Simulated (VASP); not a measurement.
Runs of VASP 6.6.1 on Zn. The structure is that of space group P6_3/mmc (No. 194), or close to it. The cells are those of the table. 

| task | cell | cutoff (eV) | gap on the mesh (eV) | pressure (GPa) |
| --- | --- | --- | --- | --- |
| relaxation of cell and atoms | relaxed to 54 GPa from a = 2.478, b = 2.478, c = 4.075 Å, angles 90.0, 90.0, 120.0°, 2 atoms | 600 | none | 54.0 |
| single point | a = 2.478, b = 2.478, c = 4.075 Å, angles 90.0, 90.0, 120.0°, 2 atoms | 520 | none | 55.0 |
| relaxation of cell and atoms | relaxed to 54 GPa from a = 2.495, b = 2.495, c = 4.042 Å, angles 90.0, 90.0, 120.0°, 2 atoms | 600 | none | 54.0 |
| single point | a = 2.477, b = 2.477, c = 4.075 Å, angles 90.0, 90.0, 120.0°, 2 atoms | 520 | none | (a) |

Alike in all rows: level PBE; potentials or basis VASP PAW PBE potentials, release 64 (Zn); no spin polarisation; k mesh 18 × 18 × 10; smearing fermi-dirac 0.05 eV.

**Question.** Estimate the missing entries.

**Answer.** (a) 55.1.

Caveats: the cell is relaxed towards a set pressure, so the enthalpy falls and the energy may rise (some runs).

A gap of «none» marks levels without a gap at the run's occupations.
